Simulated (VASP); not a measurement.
Here is a VASP 6.6.1 calculation.

Contents of INCAR:

```
SYSTEM = Bi2Se3
  PREC = Accurate
  ENCUT = 520
  EDIFF = 1E-6
  ISMEAR = 0
  SIGMA = 0.01
  LREAL = .False.
  LASPH = .True.
  NELM = 100
  ALGO = Normal
  ISIF = 2
  LWAVE = .False.
  LCHARG = .False.
  GGA = PE
  NBANDS = 32
```

KPOINTS

```
regular mesh
0
Gamma
  12 12 12
  0 0 0
```

The input POSCAR:

```
Bi2Se3
1.0
    2.0952101533      1.2096701460     10.4336286719
   -2.0952101533      1.2096701460     10.4336286719
    0.0000000000     -2.4193402920     10.4336286719
Bi Se
2 3
Direct
    0.3956391906      0.3956391906      0.3956391906
    0.6043608094      0.6043608094      0.6043608094
    0.0000000000      0.0000000000      0.0000000000
    0.2211432076      0.2211432076      0.2211432076
    0.7788567924      0.7788567924      0.7788567924
```

Potentials or basis: VASP PAW PBE potentials, release 64 (Bi_d, Se).

Command:

```bash
$ cat potpaw_PBE.64/Bi_d/POTCAR potpaw_PBE.64/Se/POTCAR > POTCAR
$ mpirun -np 1 vasp_std > vasp.out
```

Problem. Predict the largest force.

Solution. 0.010 eV/Å.

Problem. Estimate the band gap on the k mesh.

Solution. 0.69 eV, indirect (least direct gap 0.71 eV).

Problem. Estimate the pressure.

Solution. 0.0 GPa.

Forces in eV/Å, atoms in the order of the input:
```
Bi   0.000  0.000 -0.008
Bi   0.000  0.000  0.008
Se   0.000  0.000  0.000
Se   0.000  0.000 -0.010
Se   0.000  0.000  0.010
```

Caveat: spin-orbit coupling is left out, which moves the levels of the heavy elements. A k mesh can miss the band edges.
